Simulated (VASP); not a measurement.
# Cd (P6_3/mmc) in VASP: notebook, part 2 of 3

VASP 6.6.1. The steps go on from the part before.

## (3) Single point, LDA

INCAR

```
ALGO = Normal
EDIFF = 1E-6
ENCUT = 520
ISIF = 2
ISMEAR = -1
LASPH = True
LCHARG = True
LELF = True
LREAL = False
LVHAR = True
LWAVE = False
NBANDS = 19
NELM = 100
PREC = Accurate
SIGMA = 0.1
```

KPOINTS

```
k-points
0
Gamma
  13 13 6
```

POSCAR

```
Cd
1.0
    2.8818641727      0.0000000000      0.0000000000
   -1.4409320863      2.4957675838      0.0000000000
    0.0000000000      0.0000000000      5.6383707528
Cd
2
Direct
    0.3333333333      0.6666666667      0.2500000000
    0.6666666667      0.3333333333      0.7500000000
```

Potentials or basis: VASP PAW LDA potentials, release 64 (Cd).

On the command line:

```bash
cat potpaw_LDA.64/Cd/POTCAR > POTCAR
mpirun -np 1 vasp_std > vasp.out
```

OUTCAR:

```text
EDIFF = 1E-6
   ENCUT = 520
   ISIF = 2
   ISMEAR = -1
   LASPH = True
   LREAL = False
   NELM = 100
   PREC = Accurate

 ion  position               nearest neighbor table
   1  0.333  0.667  0.250-   2 3.27   2 3.27   2 3.27   2 3.27   2 3.27   2 3.27
   2  0.667  0.333  0.750-   1 3.27   1 3.27   1 3.27   1 3.27   1 3.27   1 3.27

  LATTYP: Found a hexagonal cell.
 ALAT       =     2.8818641727
 C/A-ratio  =     1.9565012141

  Lattice vectors:

 A1 = (   2.8818641727,   0.0000000000,   0.0000000000)
 A2 = (  -1.4409320863,   2.4957675838,   0.0000000000)
 A3 = (   0.0000000000,   0.0000000000,   5.6383707528)

Analysis of symmetry for initial positions (statically):
=====================================================================
 Subroutine PRICEL returns:
 Original cell was already a primitive cell.

 Routine SETGRP: Setting up the symmetry group for a
 hexagonal supercell.

 Subroutine GETGRP returns: Found 24 space group operations
 (whereof 12 operations were pure point group operations)
 out of a pool of 24 trial point group operations.

The static configuration has the point symmetry D_3d.
 The point group associated with its full space group is D_6h.

Analysis of symmetry for dynamics (positions and initial velocities):
=====================================================================
 Subroutine PRICEL returns:
 Original cell was already a primitive cell.

 Routine SETGRP: Setting up the symmetry group for a
 hexagonal supercell.

 Subroutine GETGRP returns: Found 24 space group operations
 (whereof 12 operations were pure point group operations)
 out of a pool of 24 trial point group operations.

The dynamic configuration has the point symmetry D_3d.
 The point group associated with its full space group is D_6h.

 Subroutine INISYM returns: Found 24 space group operations
 (whereof 12 operations are pure point group operations),
 and found     1 'primitive' translations

----------------------------------------------------------------------------------------

                                     Primitive cell

  volume of cell :      40.5538

  direct lattice vectors                    reciprocal lattice vectors
     2.881864173  0.000000000  0.000000000     0.346997617  0.200339167  0.000000000
    -1.440932086  2.495767584  0.000000000     0.000000000  0.400678335  0.000000000
     0.000000000  0.000000000  5.638370753     0.000000000  0.000000000  0.177356198

  length of vectors
     2.881864173  2.881864173  5.638370753     0.400678335  0.400678335  0.177356198

  position of ions in fractional coordinates (direct lattice)
     0.333333333  0.666666667  0.250000000
     0.666666667  0.333333333  0.750000000

  ion indices of the primitive-cell ions
   primitive index   ion index
                 1           1
                 2           2

----------------------------------------------------------------------------------------

 KPOINTS: k-points

Automatic generation of k-mesh.
 Grid dimensions read from file:
 generate k-points for:   13   13    6

 Generating k-lattice:

  Cartesian coordinates                     Fractional coordinates (reciprocal lattice)
     0.026692124  0.015410705  0.000000000     0.076923077 -0.000000000  0.000000000
     0.000000000  0.030821410  0.000000000     0.000000000  0.076923077  0.000000000
     0.000000000  0.000000000  0.029559366     0.000000000  0.000000000  0.166666667

  Length of vectors
     0.030821410  0.030821410  0.029559366

  Shift w.r.t. Gamma in fractional coordinates (k-lattice)
     0.000000000  0.000000000  0.000000000

 Subroutine IBZKPT returns following result:
 ===========================================

 Found     84 irreducible k-points:

 Following reciprocal coordinates:
            Coordinates               Weight
  0.000000  0.000000  0.000000      1.000000
  0.076923  0.000000  0.000000      6.000000
  0.153846 -0.000000  0.000000      6.000000
  0.230769 -0.000000  0.000000      6.000000
  0.307692 -0.000000  0.000000      6.000000
  0.384615  0.000000  0.000000      6.000000
[... 16 lines left out ...]
  0.076923  0.000000  0.166667     12.000000
  0.153846 -0.000000  0.166667     12.000000
 [... further k-points ...]
   k-points           NKPTS =     84   k-points in BZ     NKDIM =     84   number of bands    NBANDS=     19
   number of dos      NEDOS =    301   number of ions     NIONS =      2
   total plane-waves  NPLWV =  24192
   dimension x,y,z NGX =    24 NGY =   24 NGZ =   42
   dimension x,y,z NGXF=    48 NGYF=   48 NGZF=   84
   ions per type =               2
   NGX,Y,Z   is equivalent  to a cutoff of  13.84, 13.84, 12.38 a.u.
   NGXF,Y,Z  is equivalent  to a cutoff of  27.69, 27.69, 24.77 a.u.
 SYSTEM =  unknown system
   PREC   = accura    normal or accurate (medium, high low for compatibility)
   ISTART =      0    job   : 0-new  1-cont  2-samecut
   ICHARG =      2    charge: 1-file 2-atom 10-const
   ISPIN  =      1    spin polarized calculation?
   LNONCOLLINEAR =      F non collinear calculations
   LSORBIT =      F    spin-orbit coupling
   LASPH  =      T    aspherical Exc in radial PAW
   ENCUT  =  520.0 eV  38.22 Ry    6.18 a.u.   5.36  5.36 10.48*2*pi/ulx,y,z
   NELM   =    100;   NELMIN=  2; NELMDL= -5     # of ELM steps
   EDIFF  = 0.1E-05   stopping-criterion for ELM
   LREAL  =      F    real-space projection
   EDIFFG = 0.1E-04   stopping-criterion for IOM
   NSW    =      0    number of steps for IOM
   IBRION =     -1    ionic relax: 0-MD 1-quasi-New 2-CG
   NFREE  =      0    steps in history (QN), initial steepest desc. (CG)
   ISIF   =      2    stress and relaxation
   ISYM   =      2    0-nonsym 1-usesym 2-fastsym
   POTIM  = 0.5000    time-step for ionic-motion
   TEBEG  =    0.0;   TEEND  =   0.0 temperature during run
   PSTRESS=    0.0 pullay stress
   NELECT =      24.0000    total number of electrons
   NUPDOWN=      -1.0000    fix difference up-down
   EMIN   =  10.00;   EMAX   =-10.00  energy-range for DOS
   EFERMI =   0.00;   METHOD = LEGACY
   ISMEAR =    -1;   SIGMA  =   0.10  broadening in eV -4-tet -1-fermi 0-gaus
   EFERMI_NEDOS =   21; number of points for ismear=-14 and -15
   IALGO  =     38    algorithm
   IMIX   =      4    mixing-type and parameters
     AMIX     =   0.40;   BMIX     =  1.00
     AMIX_MAG =   1.60;   BMIX_MAG =  1.00
  volume/ion in A,a.u.               =      20.28       136.84
  Fermi-wavevector in a.u.,A,eV,Ry     =   1.374469  2.597369 25.703635  1.889164
  Thomas-Fermi vector in A             =   2.499892
   LORBIT       =      0    0 simple, 1 ext, 2 COOP (PROOUT), +10 PAW based schemes
   GGA     = CA    functional components
   LHFCALC =     F    Hartree Fock is set to
   AEXX    =    0.0000 exact exchange contribution
   IVDW    =     0    specifies the selected vdW correction
   LEPSILON=     F    determine dielectric tensor
   LRPA    =     F    only Hartree local field effects (RPA)
 non-spin polarized calculation
  energy-cutoff  :      520.00
  volume of cell :       40.55
 maximum number of plane-waves:      1136
 NGX is ok and might be reduce to    24
   NGX = 11   NGY = 11   NGZ = 21

 number of electron      23.9999994 magnetization

 Free energy of the ion-electron system (eV)
  ---------------------------------------------------
  ext. energy  EPLUGINS =         0.00000000
  ---------------------------------------------------
  free energy    TOTEN  =        -3.04496649 eV

  energy without entropy =       -3.03072700  energy(sigma->0) =       -3.03784675

 E-fermi :   3.0890     XC(G=0): -11.6947

 val. band max:        2.9507958149   @ k =   0.1538   0.0769   0.1667
 cond. band min:       3.0910775730   @ k =   0.3077  -0.0000   0.0000
 fundamental gap:      0.1402817582
 Fermi energy:         3.0889966757

 k-point     1 :       0.0000    0.0000    0.0000
  band No.  band energies     occupation
      1      -7.0193      2.00000
      2      -6.7918      2.00000
      3      -6.2162      2.00000
      4      -6.2162      2.00000
      5      -6.1667      2.00000
      6      -6.1667      2.00000
[... 11 lines left out ...]
     18      19.3296      0.00000
     19      19.5979      0.00000

 k-point     2 :       0.0769    0.0000    0.0000
  band No.  band energies     occupation
      1      -6.9412      2.00000
      2      -6.6973      2.00000
      3      -6.2487      2.00000
      4      -6.1961      2.00000
      5      -6.1496      2.00000
      6      -6.1019      2.00000
[... 476 lines left out ...]
 k-point    24 :       0.1538   -0.0000    0.1667
  band No.  band energies     occupation
      1      -6.7658      2.00000
      2      -6.5573      2.00000
      3      -6.3166      2.00000
      4      -6.2168      2.00000
      5      -5.9634      2.00000
      6      -5.9255      2.00000
[... 11 lines left out ...]
     18      18.0275      0.00000
     19      19.3936      0.00000

 [... further k-points ...]
[... 5 lines left out ...]
  --------------------------------------------------------------------------------------
  -------------------------------------------------------------------------------------
  Total        0.4871460      0.4871460     -0.3817027      0.0000000     -0.0000000      0.0000000
  in kB       19.2459116     19.2459116    -15.0801105      0.0000000     -0.0000000      0.0000000
  external PRESSURE =       7.8039042 kB  Pullay stress =       0.0000000 kB

 VOLUME and BASIS-vectors are now :
 -----------------------------------------------------------------------------
  energy-cutoff  :      520.00
  volume of cell :       40.55
      direct lattice vectors                 reciprocal lattice vectors
     2.881864173  0.000000000  0.000000000     0.346997617  0.200339167  0.000000000
    -1.440932086  2.495767584  0.000000000     0.000000000  0.400678335  0.000000000
     0.000000000  0.000000000  5.638370753     0.000000000  0.000000000  0.177356198

 POSITION                                       TOTAL-FORCE (eV/Angst)
 -----------------------------------------------------------------------------------
     -0.00000      1.66385      1.40959         0.000000      0.000000      0.000000
      1.44093      0.83192      4.22878        -0.000000     -0.000000      0.000000
 -----------------------------------------------------------------------------------
    total drift:                               -0.000000      0.000000      0.000000

  FREE ENERGIE OF THE ION-ELECTRON SYSTEM (eV)
  ---------------------------------------------------
  free  energy   TOTEN  =        -3.0449664949 eV

  energy  without entropy=       -3.0307270030  energy(sigma->0) =       -3.03784675
```

OSZICAR:

```text
N       E                     dE             d eps       ncg     rms          rms(c)
DAV:   1     0.182232470036E+03    0.18223E+03   -0.13286E+04  3200   0.129E+03
DAV:   2     0.920955679368E+00   -0.18131E+03   -0.17435E+03  3273   0.341E+02
DAV:   3    -0.321221540546E+01   -0.41332E+01   -0.41243E+01  3682   0.594E+01
DAV:   4    -0.322043466009E+01   -0.82193E-02   -0.82186E-02  3516   0.247E+00
DAV:   5    -0.322046030372E+01   -0.25644E-04   -0.25644E-04  3562   0.137E-01    0.552E+00
DAV:   6    -0.306518676323E+01    0.15527E+00   -0.32003E-01  3525   0.717E+00    0.420E+00
DAV:   7    -0.304738725486E+01    0.17800E-01   -0.32508E-02  3571   0.166E+00    0.181E+00
DAV:   8    -0.304495060259E+01    0.24367E-02   -0.43850E-03  3356   0.853E-01    0.956E-02
DAV:   9    -0.304495957259E+01   -0.89700E-05   -0.21227E-05  3581   0.506E-02    0.385E-02
DAV:  10    -0.304496651816E+01   -0.69456E-05   -0.61562E-06  3465   0.272E-02    0.319E-03
DAV:  11    -0.304496649494E+01    0.23224E-07   -0.10000E-07  1758   0.315E-03
   1 F= -.30449665E+01 E0= -.30378467E+01  d E =-.142395E-01
```

stdout:

```text
POSCAR found type information on POSCAR Cd
 POSCAR found :  1 types and       2 ions
 scaLAPACK will be used
 LDA part: xc-table for (Slater(with rela. corr.)+CA(PZ))
 , standard interpolation
 POSCAR, INCAR and KPOINTS ok, starting setup
 FFT: planning ... GRIDC
 FFT: planning ... GRID_SOFT
 FFT: planning ... GRID
 WAVECAR not read
 entering main loop
```

Wall time 42 s (1 thread of Intel Xeon Platinum 8259CL at 2.50GHz (Skylake/Cascade Lake), shared host); peak memory 0.17 GiB.

Results:

```yaml
Free_energy: -3.0450 eV
Pressure: 0.8 GPa
Band_gap_on_the_k_mesh: zero (band 12 reaches 4.47 eV, above the bottom of band 13 at -0.22 eV)
```

Stress tensor (GPa, compression positive):
```
 1.92  0.00  0.00
 0.00  1.92  0.00
 0.00  0.00 -1.51
```

## (4) Single point, LDA

INCAR

```
SYSTEM = Cd
ALGO     = Normal         ! electronic algorithm
EDIFF    = 1E-6           ! SCF threshold, eV
ENCUT    = 520            ! plane-wave cutoff, eV
ISIF     = 2              ! what is computed and relaxed
ISMEAR   = -1             ! smearing method
LASPH    = .TRUE.         ! aspherical terms in the spheres
LCHARG   = .FALSE.        ! write CHGCAR
LREAL    = .FALSE.        ! projectors in reciprocal space
LWAVE    = .FALSE.        ! write WAVECAR
NBANDS   = 19             ! bands
NELM     = 80             ! most SCF steps
PREC     = Accurate       ! precision mode
SIGMA    = 0.1            ! smearing width, eV
```

KPOINTS

```
k-points
0
G
  13 13 6
  0 0 0
```

POSCAR is that of step 3.

Potentials or basis: VASP PAW LDA potentials, release 64 (Cd).

On the command line:

```bash
cat potpaw_LDA.64/Cd/POTCAR > POTCAR
mpirun -np 1 vasp_std > vasp.out
```

OUTCAR:

```text
SYSTEM = Cd
   EDIFF = 1E-6
   ENCUT = 520
   ISIF = 2
   ISMEAR = -1
   LASPH = .TRUE.
   LREAL = .FALSE.
   NELM = 80
   PREC = Accurate

 ion  position               nearest neighbor table
   1  0.333  0.667  0.250-   2 3.27   2 3.27   2 3.27   2 3.27   2 3.27   2 3.27
   2  0.667  0.333  0.750-   1 3.27   1 3.27   1 3.27   1 3.27   1 3.27   1 3.27

  LATTYP: Found a hexagonal cell.
 ALAT       =     2.8818641727
 C/A-ratio  =     1.9565012141

  Lattice vectors:

 A1 = (   2.8818641727,   0.0000000000,   0.0000000000)
 A2 = (  -1.4409320863,   2.4957675838,   0.0000000000)
 A3 = (   0.0000000000,   0.0000000000,   5.6383707528)

Analysis of symmetry for initial positions (statically):
=====================================================================
 Subroutine PRICEL returns:
 Original cell was already a primitive cell.

 Routine SETGRP: Setting up the symmetry group for a
 hexagonal supercell.

 Subroutine GETGRP returns: Found 24 space group operations
 (whereof 12 operations were pure point group operations)
 out of a pool of 24 trial point group operations.

The static configuration has the point symmetry D_3d.
[... 157 lines left out ...]
  ext. energy  EPLUGINS =         0.00000000
  ---------------------------------------------------
  free energy    TOTEN  =        -3.04496649 eV

  energy without entropy =       -3.03072700  energy(sigma->0) =       -3.03784675

 E-fermi :   3.0890     XC(G=0): -11.6947

 val. band max:        2.9507958149   @ k =   0.1538   0.0769   0.1667
 cond. band min:       3.0910775730   @ k =   0.3077  -0.0000   0.0000
 fundamental gap:      0.1402817582
 Fermi energy:         3.0889966757

 k-point     1 :       0.0000    0.0000    0.0000
  band No.  band energies     occupation
      1      -7.0193      2.00000
      2      -6.7918      2.00000
      3      -6.2162      2.00000
      4      -6.2162      2.00000
      5      -6.1667      2.00000
      6      -6.1667      2.00000
[... 505 lines left out ...]
      6      -5.9255      2.00000
[... 11 lines left out ...]
     18      18.0275      0.00000
     19      19.3936      0.00000

 [... further k-points ...]
[... 5 lines left out ...]
  --------------------------------------------------------------------------------------
  -------------------------------------------------------------------------------------
  Total        0.4871460      0.4871460     -0.3817027      0.0000000     -0.0000000      0.0000000
  in kB       19.2459116     19.2459116    -15.0801105      0.0000000     -0.0000000      0.0000000
  external PRESSURE =       7.8039042 kB  Pullay stress =       0.0000000 kB

 VOLUME and BASIS-vectors are now :
 -----------------------------------------------------------------------------
  energy-cutoff  :      520.00
  volume of cell :       40.55
      direct lattice vectors                 reciprocal lattice vectors
     2.881864173  0.000000000  0.000000000     0.346997617  0.200339167  0.000000000
    -1.440932086  2.495767584  0.000000000     0.000000000  0.400678335  0.000000000
     0.000000000  0.000000000  5.638370753     0.000000000  0.000000000  0.177356198

 POSITION                                       TOTAL-FORCE (eV/Angst)
 -----------------------------------------------------------------------------------
     -0.00000      1.66385      1.40959         0.000000      0.000000      0.000000
      1.44093      0.83192      4.22878        -0.000000     -0.000000      0.000000
 -----------------------------------------------------------------------------------
    total drift:                               -0.000000      0.000000      0.000000

  FREE ENERGIE OF THE ION-ELECTRON SYSTEM (eV)
  ---------------------------------------------------
  free  energy   TOTEN  =        -3.0449664949 eV

  energy  without entropy=       -3.0307270030  energy(sigma->0) =       -3.03784675
```

It took 34 s on 1 thread of Intel Xeon Platinum 8259CL at 2.50GHz (Skylake/Cascade Lake), shared host; peak memory 0.17 GiB.

What came out:

- Free energy: -3.0450 eV
- Pressure: 0.8 GPa
- Band gap on the k mesh: zero (band 12 reaches 4.47 eV, above the bottom of band 13 at -0.22 eV)

Stress tensor (GPa, compression positive):
```
 1.92  0.00  0.00
 0.00  1.92  0.00
 0.00  0.00 -1.51
```

[end of part 2 of 3]
